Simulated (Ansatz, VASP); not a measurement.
**One calculation of Y2LuN3, two programs**

```xyz
6
Lattice="3.3270 0.0000 0.0000 0.0000 3.3270 0.0000 0.0000 0.0000 9.2726" Properties=species:S:1:pos:R:3 pbc="T T T"
Y     0.0000    1.6635    5.8633
Y     1.6635    0.0000    3.4092
Lu    0.0000    0.0000    0.0000
N     1.6635    1.6635    0.0000
N     0.0000    1.6635    3.5187
N     1.6635    0.0000    5.7539
```

Change from the starting cell: species swapped into the Zr2CuSb3 type (P-4m2, No. 115).

Alike in both runs: functional PBE; k mesh 6 × 6 × 2; occupations gaussian, width 0.1 eV; no spin polarisation.

Ansatz relaxed the structure, and its values are those at the end. VASP's run is a single point on that final structure, the one shown.

```csv
,VASP,Ansatz
version,VASP 6.6.1,Ansatz 0.2.0
potentials or method,"VASP PAW PBE potentials, release 64 (Y_sv, Lu, N), cutoff 520 eV","scalar-relativistic, plane waves, PAW"
valence electrons in the cell,62,62
```

VASP gave:

| Property | Result |
| --- | --- |
| gap on the k mesh at the Fermi level (eV) | none |
| pressure (GPa) | 0.2 |
| rms of the force components (eV/Å) | 0.003 |

Question: What did Ansatz give for the same quantities?

Answer: gap on the k mesh at the Fermi level (eV): none; pressure (GPa): 0.2; rms of the force components (eV/Å): 0.004.

A gap of «none» marks a metal or a gap that the smearing closes.

Neither program's run includes spin-orbit coupling.
